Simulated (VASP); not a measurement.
# Fe2Sb (Pn-3m) in VASP: further runs

Fe2Sb is run at these levels: PBE; tasks: single point, relaxation of cell and atoms.

Everything below comes from runs of VASP 6.6.1. Logs are shortened: lines on timing, memory, paths and dates and some standing lists are left out, and cuts for length are marked.

## (1) The cell of the first run

The structure is cubic, space group Pn-3m (No. 224). Conventional cell: a = 4.822 Å, b = 4.822 Å, c = 4.822 Å, α = 90.00°, β = 90.00°, γ = 90.00°. Within 2.8 Å of Fe (site symmetry -3m) lie 2 Sb at 2.09 Å. Sb (site symmetry -43m) has 4 Fe at 2.09 Å within 2.8 Å.

## (2) Single point, PBE, collinear spin, ferromagnetic start

INCAR

```
SYSTEM = Fe2Sb
PREC = Accurate ; ENCUT = 520
EDIFF = 1E-7 ; ISMEAR = 0
SIGMA = 0.1 ; LREAL = .False.
LASPH = .True. ; NELM = 150
ALGO = Normal ; ISIF = 2
LWAVE = .False. ; LCHARG = .False.
ISPIN = 2 ; MAGMOM = 4 4 4 4 0 0
LORBIT = 11 ; LMAXMIX = 4
GGA = PE ; NBANDS = 34
```

KPOINTS

```
regular mesh
0
Gamma
  4 4 4
  0 0 0
```

POSCAR

```
Fe2Sb
1.0
    4.8223468279      0.0000000000      0.0000000000
    0.0000000000      4.8223468279      0.0000000000
    0.0000000000      0.0000000000      4.8223468279
Fe Sb
4 2
Direct
    0.2500000000      0.2500000000      0.2500000000
    0.2500000000      0.7500000000      0.7500000000
    0.7500000000      0.7500000000      0.2500000000
    0.7500000000      0.2500000000      0.7500000000
    0.0000000000      0.0000000000      0.0000000000
    0.5000000000      0.5000000000      0.5000000000
```

Potentials or basis: VASP PAW PBE potentials, release 64 (Fe, Sb).

Command:

```console
> cat potpaw_PBE.64/Fe/POTCAR potpaw_PBE.64/Sb/POTCAR > POTCAR
> mpirun -np 1 vasp_std > vasp.out
```

OUTCAR:

```text
SYSTEM = Fe2Sb
   PREC = Accurate
   ENCUT = 520
   EDIFF = 1E-7
   ISMEAR = 0
   LREAL = .False.
   LASPH = .True.
   NELM = 150
   ISIF = 2
   ISPIN = 2
   LORBIT = 11
   GGA = PE

 ion  position               nearest neighbor table
   1  0.250  0.250  0.250-   5 2.09   6 2.09
   2  0.250  0.750  0.750-   5 2.09   6 2.09
   3  0.750  0.750  0.250-   5 2.09   6 2.09
   4  0.750  0.250  0.750-   5 2.09   6 2.09
   5  0.000  0.000  0.000-   1 2.09   2 2.09   3 2.09   4 2.09
   6  0.500  0.500  0.500-   1 2.09   2 2.09   3 2.09   4 2.09

  LATTYP: Found a simple cubic cell.
 ALAT       =     4.8223468279

  Lattice vectors:

 A1 = (   4.8223468279,   0.0000000000,   0.0000000000)
 A2 = (   0.0000000000,   4.8223468279,   0.0000000000)
 A3 = (   0.0000000000,   0.0000000000,   4.8223468279)

Analysis of symmetry for initial positions (statically):
=====================================================================
 Subroutine PRICEL returns:
 Original cell was already a primitive cell.

 Routine SETGRP: Setting up the symmetry group for a
 simple cubic supercell.

 Subroutine GETGRP returns: Found 48 space group operations
 (whereof 24 operations were pure point group operations)
 out of a pool of 48 trial point group operations.

The static configuration has the point symmetry T_d .
 The point group associated with its full space group is O_h .

Analysis of symmetry for dynamics (positions and initial velocities):
=====================================================================
 Subroutine PRICEL returns:
 Original cell was already a primitive cell.

 Routine SETGRP: Setting up the symmetry group for a
 simple cubic supercell.

 Subroutine GETGRP returns: Found 48 space group operations
 (whereof 24 operations were pure point group operations)
 out of a pool of 48 trial point group operations.

The dynamic configuration has the point symmetry T_d .
 The point group associated with its full space group is O_h .

Analysis of structural, dynamic, and magnetic symmetry:
=====================================================================
 Subroutine PRICEL returns:
 Original cell was already a primitive cell.

 Routine SETGRP: Setting up the symmetry group for a
 simple cubic supercell.

 Subroutine GETGRP returns: Found 48 space group operations
 (whereof 24 operations were pure point group operations)
 out of a pool of 48 trial point group operations.

The overall configuration has the point symmetry T_d .
 The point group associated with its full space group is O_h .

 Subroutine INISYM returns: Found 48 space group operations
 (whereof 24 operations are pure point group operations),
 and found     1 'primitive' translations

----------------------------------------------------------------------------------------

                                     Primitive cell

  volume of cell :     112.1438

  direct lattice vectors                    reciprocal lattice vectors
     4.822346828  0.000000000  0.000000000     0.207367914  0.000000000  0.000000000
     0.000000000  4.822346828  0.000000000     0.000000000  0.207367914  0.000000000
     0.000000000  0.000000000  4.822346828     0.000000000  0.000000000  0.207367914

  length of vectors
     4.822346828  4.822346828  4.822346828     0.207367914  0.207367914  0.207367914

  position of ions in fractional coordinates (direct lattice)
     0.250000000  0.250000000  0.250000000
     0.250000000  0.750000000  0.750000000
     0.750000000  0.750000000  0.250000000
     0.750000000  0.250000000  0.750000000
     0.000000000  0.000000000  0.000000000
     0.500000000  0.500000000  0.500000000

  ion indices of the primitive-cell ions
   primitive index   ion index
                 1           1
                 2           2
                 3           3
                 4           4
                 5           5
[... 31 lines left out ...]
  0.250000  0.000000  0.000000      6.000000
  0.500000  0.000000  0.000000      3.000000
  0.250000  0.250000  0.000000     12.000000
  0.500000  0.250000  0.000000     12.000000
  0.500000  0.500000  0.000000      3.000000
  0.250000  0.250000  0.250000      8.000000
  0.500000  0.250000  0.250000     12.000000
  0.500000  0.500000  0.250000      6.000000
  0.500000  0.500000  0.500000      1.000000
   k-points           NKPTS =     10   k-points in BZ     NKDIM =     10   number of bands    NBANDS=     34
   number of dos      NEDOS =    301   number of ions     NIONS =      6
   total plane-waves  NPLWV =  46656
   dimension x,y,z NGX =    36 NGY =   36 NGZ =   36
   dimension x,y,z NGXF=    72 NGYF=   72 NGZF=   72
   ions per type =               4   2
   NGX,Y,Z   is equivalent  to a cutoff of  12.41, 12.41, 12.41 a.u.
   NGXF,Y,Z  is equivalent  to a cutoff of  24.82, 24.82, 24.82 a.u.
 SYSTEM =  Fe2Sb
   PREC   = accura    normal or accurate (medium, high low for compatibility)
   ISTART =      0    job   : 0-new  1-cont  2-samecut
   ICHARG =      2    charge: 1-file 2-atom 10-const
   ISPIN  =      2    spin polarized calculation?
   LNONCOLLINEAR =      F non collinear calculations
   LSORBIT =      F    spin-orbit coupling
   LASPH  =      T    aspherical Exc in radial PAW
   ENCUT  =  520.0 eV  38.22 Ry    6.18 a.u.   8.97  8.97  8.97*2*pi/ulx,y,z
   NELM   =    150;   NELMIN=  2; NELMDL= -5     # of ELM steps
   EDIFF  = 0.1E-06   stopping-criterion for ELM
   LREAL  =      F    real-space projection
   EDIFFG = 0.1E-05   stopping-criterion for IOM
   NSW    =      0    number of steps for IOM
   IBRION =     -1    ionic relax: 0-MD 1-quasi-New 2-CG
   NFREE  =      0    steps in history (QN), initial steepest desc. (CG)
   ISIF   =      2    stress and relaxation
   ISYM   =      2    0-nonsym 1-usesym 2-fastsym
   POTIM  = 0.5000    time-step for ionic-motion
   TEBEG  =    0.0;   TEEND  =   0.0 temperature during run
   PSTRESS=    0.0 pullay stress
   NELECT =      42.0000    total number of electrons
   NUPDOWN=      -1.0000    fix difference up-down
   EMIN   =  10.00;   EMAX   =-10.00  energy-range for DOS
   EFERMI =   0.00;   METHOD = LEGACY
   ISMEAR =     0;   SIGMA  =   0.10  broadening in eV -4-tet -1-fermi 0-gaus
   EFERMI_NEDOS =   21; number of points for ismear=-14 and -15
   IALGO  =     38    algorithm
   IMIX   =      4    mixing-type and parameters
     AMIX     =   0.40;   BMIX     =  1.00
     AMIX_MAG =   1.60;   BMIX_MAG =  1.00
  volume/ion in A,a.u.               =      18.69       126.13
  Fermi-wavevector in a.u.,A,eV,Ry     =   1.180047  2.229966 18.946277  1.392512
  Thomas-Fermi vector in A             =   2.316347
   LORBIT       =     11    0 simple, 1 ext, 2 COOP (PROOUT), +10 PAW based schemes
   GGA     = PE    functional components
   LHFCALC =     F    Hartree Fock is set to
   AEXX    =    0.0000 exact exchange contribution
   IVDW    =     0    specifies the selected vdW correction
   LEPSILON=     F    determine dielectric tensor
   LRPA    =     F    only Hartree local field effects (RPA)
 spin polarized calculation
 Gauss-broadening in eV      SIGMA  =   0.10
  energy-cutoff  :      520.00
  volume of cell :      112.14
 maximum number of plane-waves:      3050
 NGX is ok and might be reduce to    36
   NGX = 17   NGY = 17   NGZ = 17

 number of electron      42.0000053 magnetization      10.7985203

 number of electron      42.0000051 magnetization       6.9441132

 Free energy of the ion-electron system (eV)
  ---------------------------------------------------
  ext. energy  EPLUGINS =         0.00000000
  ---------------------------------------------------
  free energy    TOTEN  =       -23.56150183 eV

  energy without entropy =      -23.51261663  energy(sigma->0) =      -23.53705923

 E-fermi :   5.7327     XC(G=0): -10.6421

 val. band max:        5.7031063661   @ k =   0.2500   0.0000   0.0000
 cond. band min:       5.7519493231   @ k =   0.5000   0.2500   0.2500
 fundamental gap:      0.0488429570
 Fermi energy:         5.7326661123

 spin component 1

 k-point     1 :       0.0000    0.0000    0.0000
  band No.  band energies     occupation
      1      -6.1396      1.00000
      2      -3.1884      1.00000
      3       0.4326      1.00000
      4       0.4326      1.00000
      5       0.4326      1.00000
      6       2.1966      1.00000
[... 349 lines left out ...]
     32      14.6739      0.00000
     33      14.6739      0.00000
 Fermi energy:         5.7326661123

 spin component 2

 k-point     1 :       0.0000    0.0000    0.0000
  band No.  band energies     occupation
      1      -6.0892      1.00000
      2      -3.2640      1.00000
      3       0.8366      1.00000
      4       0.8366      1.00000
      5       0.8366      1.00000
      6       3.0138      1.00000
[... 349 lines left out ...]
     32      14.8922      0.00000
     33      14.8922      0.00000
 [bands above 33 left out]

------------------------ aborting loop because EDIFF is reached ----------------------------------------

  FORCE on cell =-STRESS in cart. coord.  units (eV):
  Direction    XX          YY          ZZ          XY          YZ          ZX
  --------------------------------------------------------------------------------------
  -------------------------------------------------------------------------------------
  Total       31.4875687     31.4875687     31.4875687      0.0000000      0.0000000     -0.0000000
  in kB      449.8568978    449.8568978    449.8568978      0.0000000      0.0000000     -0.0000000
  external PRESSURE =     449.8568978 kB  Pullay stress =       0.0000000 kB

 VOLUME and BASIS-vectors are now :
 -----------------------------------------------------------------------------
  energy-cutoff  :      520.00
  volume of cell :      112.14
      direct lattice vectors                 reciprocal lattice vectors
     4.822346828  0.000000000  0.000000000     0.207367914  0.000000000  0.000000000
     0.000000000  4.822346828  0.000000000     0.000000000  0.207367914  0.000000000
     0.000000000  0.000000000  4.822346828     0.000000000  0.000000000  0.207367914

 POSITION                                       TOTAL-FORCE (eV/Angst)
 -----------------------------------------------------------------------------------
      1.20559      1.20559      1.20559        -0.000000     -0.000000      0.000000
      1.20559      3.61676      3.61676         0.000000     -0.000000      0.000000
      3.61676      3.61676      1.20559         0.000000      0.000000     -0.000000
      3.61676      1.20559      3.61676        -0.000000      0.000000     -0.000000
      0.00000      0.00000      0.00000         0.000000      0.000000     -0.000000
      2.41117      2.41117      2.41117         0.000000      0.000000     -0.000000
 -----------------------------------------------------------------------------------
    total drift:                                0.000000      0.000000      0.000000

  FREE ENERGIE OF THE ION-ELECTRON SYSTEM (eV)
  ---------------------------------------------------
  free  energy   TOTEN  =       -23.5615018283 eV

  energy  without entropy=      -23.5126166281  energy(sigma->0) =      -23.53705923

 total charge

# of ion       s       p       d       tot
------------------------------------------
    1        0.426   0.397   6.626   7.449
    2        0.426   0.397   6.626   7.449
    3        0.426   0.397   6.626   7.449
    4        0.426   0.397   6.626   7.449
    5        1.216   1.607   0.179   3.002
    6        1.216   1.607   0.179   3.002
--------------------------------------------------
tot          4.136   4.803  26.860  35.799

 magnetization (x)

# of ion       s       p       d       tot
------------------------------------------
    1        0.006  -0.009   1.803   1.801
    2        0.006  -0.009   1.803   1.801
    3        0.006  -0.009   1.803   1.801
    4        0.006  -0.009   1.803   1.801
    5       -0.002  -0.087  -0.009  -0.098
    6       -0.002  -0.087  -0.009  -0.098
--------------------------------------------------
tot          0.022  -0.212   7.196   7.007
```

Wall time 3.7 min (1 thread of Intel Xeon 8259CL, shared host); peak memory 0.27 GiB.

Results:

* Free energy: -23.5615 eV
* Pressure: 45.0 GPa
* Net moment: 6.94 μB per cell
* Site moments: Fe +1.80; Sb -0.10 μB
* Valence electrons inside the program's atomic spheres: Fe 7.45; Sb 3.00

Levels at points of the mesh, in eV from the Fermi level:
Spin up:
| k point | band 21 | band 22 | band 23 | band 24 | band 25 | band 26 | band 27 | band 28 |
| --- | --- | --- | --- | --- | --- | --- | --- | --- |
| (0.00, 0.00, 0.00) | -1.21 | -1.21 | -0.20 | -0.20 | -0.20 | 0.28 | 0.28 | 1.09 |
| (0.50, 0.00, 0.00) | -1.38 | -1.38 | -1.02 | -1.02 | 0.77 | 0.77 | 1.27 | 1.27 |
| (0.50, 0.50, 0.00) | -1.31 | -1.31 | -1.08 | -1.08 | 1.01 | 1.01 | 1.48 | 1.48 |
| (0.50, 0.50, 0.50) | -1.43 | -1.43 | -1.23 | -1.23 | -0.14 | -0.14 | -0.14 | -0.13 |
Spin down:
| k point | band 15 | band 16 | band 17 | band 18 | band 19 | band 20 | band 21 | band 22 |
| --- | --- | --- | --- | --- | --- | --- | --- | --- |
| (0.00, 0.00, 0.00) | -0.20 | -0.20 | -0.20 | 0.06 | 0.06 | 0.36 | 0.36 | 0.36 |
| (0.50, 0.00, 0.00) | -0.27 | -0.27 | 0.13 | 0.13 | 0.29 | 0.29 | 0.31 | 0.31 |
| (0.50, 0.50, 0.00) | -0.48 | -0.48 | -0.08 | -0.08 | 0.54 | 0.54 | 0.56 | 0.56 |
| (0.50, 0.50, 0.50) | -0.49 | -0.49 | -0.17 | -0.17 | -0.17 | 0.50 | 0.50 | 0.50 |

Caveat: the cell stands under pressure; spin-orbit coupling is left out, which moves the levels of the heavy elements; the run started ferromagnetic, and an antiferromagnetic order may lie lower in energy.

[end of part 1 of 2]
